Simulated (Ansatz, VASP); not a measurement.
## Al: VASP beside Ansatz

INCAR

```
SYSTEM = Al
PREC = Accurate
ENCUT = 520
EDIFF = 1E-6
ISMEAR = 0
SIGMA = 0.1
LREAL = .False.
LASPH = .True.
NELM = 60
ALGO = Normal
ISIF = 2
LWAVE = .False.
LCHARG = .False.
GGA = PE
NBANDS = 26
```

Contents of KPOINTS:

```
regular mesh
0
Gamma
  12 12 1
  0 0 0
```

Contents of POSCAR:

```
Al
1.0
    2.8543223330      0.0000000000      0.0000000000
   -1.4271611665      2.4719156510      0.0000000000
    0.0000000000      0.0000000000     26.1121833172
Al
10
Direct
    0.3333333333      0.6666666667      0.0957407494
    0.0000000000      0.0000000000      0.1855761384
    0.6666666667      0.3333333333      0.2754115275
    0.0000000000      0.0000000000      0.3652469165
    0.3333333333      0.6666666667      0.4550823055
    0.0000000000      0.0000000000      0.5449176945
    0.6666666667      0.3333333333      0.6347530835
    0.0000000000      0.0000000000      0.7245884725
    0.3333333333      0.6666666667      0.8144238616
    0.0000000000      0.0000000000      0.9042592506
```

Input for Ansatz:

```yaml
crystal:
  lattice:
    - [2.854322333, 0.0, 0.0]
    - [-1.4271611665, 2.471915651, 0.0]
    - [0.0, 0.0, 26.1121833172]
  atoms:
    - { symbol: Al, position: [0.3333333333, 0.6666666667, 0.0957407494] }
    - { symbol: Al, position: [0.0, 0.0, 0.1855761384] }
    - { symbol: Al, position: [0.6666666667, 0.3333333333, 0.2754115275] }
    - { symbol: Al, position: [0.0, 0.0, 0.3652469165] }
    - { symbol: Al, position: [0.3333333333, 0.6666666667, 0.4550823055] }
    - { symbol: Al, position: [0.0, 0.0, 0.5449176945] }
    - { symbol: Al, position: [0.6666666667, 0.3333333333, 0.6347530835] }
    - { symbol: Al, position: [0.0, 0.0, 0.7245884725] }
    - { symbol: Al, position: [0.3333333333, 0.6666666667, 0.8144238616] }
    - { symbol: Al, position: [0.0, 0.0, 0.9042592506] }
basis:
  ecutwfc: 420
kpoints:
  mp_grid: { grid: [12, 12, 1] }
hamiltonian:
  xc: pbe
scf:
  occupations: { method: gaussian, width: 0.1 }
output:
  forces: true
  stress: true
  eigenvalues: true
```

Alike in both runs: task single point; functional PBE; k mesh 12 × 12 × 1; occupations gaussian, width 0.1 eV; no spin polarisation.

```csv
,VASP,Ansatz
version,VASP 6.6.1,Ansatz 0.2.0
potentials or method,"VASP PAW PBE potentials, release 64 (Al), cutoff 520 eV","scalar-relativistic, plane waves, PAW"
valence electrons in the cell,30,30
```

```csv
,VASP,Ansatz,Ansatz less VASP
gap on the k mesh at the Fermi level (eV),none,none,-
rms of the force components (eV/Å),0.042,0.042,+0.0001
```

Atom by atom the forces differ by 0.000 eV/Å (rms over components). A gap of «none» marks a metal or a gap that the smearing closes.
